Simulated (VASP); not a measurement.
## Tl: single point with r2SCAN

Crystal: Tl.

```
Tl
1.0
     0.00000    2.55819    2.55819
     2.55819    0.00000    2.55819
     2.55819    2.55819    0.00000
Tl
1
Direct
  0.00000 0.00000 0.00000
```

This cell differs from its parent crystal: volume scaled by 1.12.

```yaml
Program: VASP 6.6.1
Task: single point
Functional: r2SCAN
Potentials_or_basis: VASP PAW PBE potentials, release 64 (Tl_d)
Cutoff: 520 eV
k_mesh: 12 × 12 × 12
Occupations: fermi-dirac, width 0.1 eV
Spin: no spin polarisation
```

* Pressure: -2.7 GPa

Levels at points of the mesh, in eV from the Fermi level:
| k point | band 4 | band 5 | band 6 | band 7 | band 8 | band 9 |
| --- | --- | --- | --- | --- | --- | --- |
| (0.00, 0.00, 0.00) | -11.80 | -11.80 | -9.43 | 9.23 | 9.23 | 9.23 |
| (0.50, 0.00, 0.00) | -11.63 | -11.63 | -5.62 | -2.32 | 7.42 | 7.42 |
| (0.50, 0.50, 0.00) | -11.59 | -11.59 | -4.19 | -1.39 | 3.87 | 3.87 |

Wall time 79 s on 1 thread of AMD EPYC 9R45 96-Core Processor (Zen 5) (shared host), peak memory 0.15 GiB.

Caveat: the PAW data sets were made with another functional, which shifts forces and pressure a little; spin-orbit coupling is left out, which moves the levels of the heavy elements.
